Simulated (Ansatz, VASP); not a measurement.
**BaF2: VASP beside Ansatz**

INCAR

```
ALGO = Normal
EDIFF = 1E-6
ENCUT = 600
GGA = CA
GGA_COMPAT = False
ISIF = 2
ISMEAR = 0
LASPH = True
LCHARG = False
LREAL = False
LWAVE = False
NBANDS = 19
NELM = 120
PREC = Accurate
SIGMA = 0.02
```

The input KPOINTS:

```
k-points
0
Gamma
  6 6 6
```

POSCAR

```
BaF2
1.0
    0.0000000000      3.0024604260      3.0024604260
    3.0024604260      0.0000000000      3.0024604260
    3.0024604260      3.0024604260      0.0000000000
Ba F
1 2
Direct
    0.0000000000      0.0000000000      0.0000000000
    0.2500000000      0.2500000000      0.2500000000
    0.7500000000      0.7500000000      0.7500000000
```

Input for Ansatz:

```yaml
crystal:
  lattice:
    - [0.0, 3.002460426, 3.002460426]
    - [3.002460426, 0.0, 3.002460426]
    - [3.002460426, 3.002460426, 0.0]
  atoms:
    - { symbol: Ba, position: [0.0, 0.0, 0.0] }
    - { symbol: F, position: [0.25, 0.25, 0.25] }
    - { symbol: F, position: [0.75, 0.75, 0.75] }
basis:
  ecutwfc: 420
kpoints:
  mp_grid: { grid: [6, 6, 6] }
hamiltonian:
  xc: lda
scf:
  occupations: { method: gaussian, width: 0.02 }
output:
  forces: true
  stress: true
  eigenvalues: true
```

Alike in both runs: task single point; functional LDA; k mesh 6 × 6 × 6; occupations gaussian, width 0.02 eV; no spin polarisation.

|  | VASP | Ansatz |
| --- | --- | --- |
| version | VASP 6.6.1 | Ansatz 0.2.0 |
| potentials or method | VASP PAW LDA potentials, release 64 (Ba_sv, F), cutoff 600 eV | scalar-relativistic, plane waves, PAW |
| valence electrons in the cell | 24 | 24 |

Ansatz gave:

- gap on the k mesh at the Fermi level (eV): 6.89
- least direct gap on the mesh (eV): 7.03
- pressure (GPa): 1.5

What did VASP give for the same quantities?

gap on the k mesh at the Fermi level (eV): 6.81; least direct gap on the mesh (eV): 6.93; pressure (GPa): 3.2.

LDA's correlation is that of Perdew and Zunger in VASP and of Perdew and Wang (1992) in Ansatz.

Neither program's run includes spin-orbit coupling.
